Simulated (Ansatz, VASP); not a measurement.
**Two plane-wave programs on Hf**

```
CELL_PARAMETERS angstrom
0.00000 2.04240 2.30880
2.04240 0.00000 2.30880
2.04240 2.04240 0.00000
ATOMIC_POSITIONS crystal
Hf 0.00000 0.00000 0.00000
```

Change from the starting cell: strain -0.080 along x and y, +0.040 along z, atoms carried along.

Alike in both runs: task single point; functional PBEsol; k mesh 18 × 18 × 18; occupations gaussian, width 0.15 eV; no spin polarisation.

|  | VASP | Ansatz |
| --- | --- | --- |
| version | VASP 6.6.1 | Ansatz 0.2.0 |
| potentials or method | VASP PAW PBE potentials, release 64 (Hf_pv), cutoff 520 eV | scalar-relativistic, plane waves, PAW |
| valence electrons in the cell | 10 | 26 |

```csv
,VASP,Ansatz,Ansatz less VASP
gap on the k mesh at the Fermi level (eV),none,none,-
pressure (GPa),13.9,14.3,+0.39
"traceless stress, the component that is largest in VASP (GPa)",-4.31,-4.22,+0.087
```

VASP's potentials were made for PBE, not for PBEsol. A gap of «none» marks a metal or a gap that the smearing closes. With one functional, cell and mesh, what is left measures potentials, basis and numerics. VASP's potentials hold 10 valence electrons a cell and Ansatz's 26, so a difference there can come from the potentials and not from the codes.

Spin-orbit coupling is off throughout.
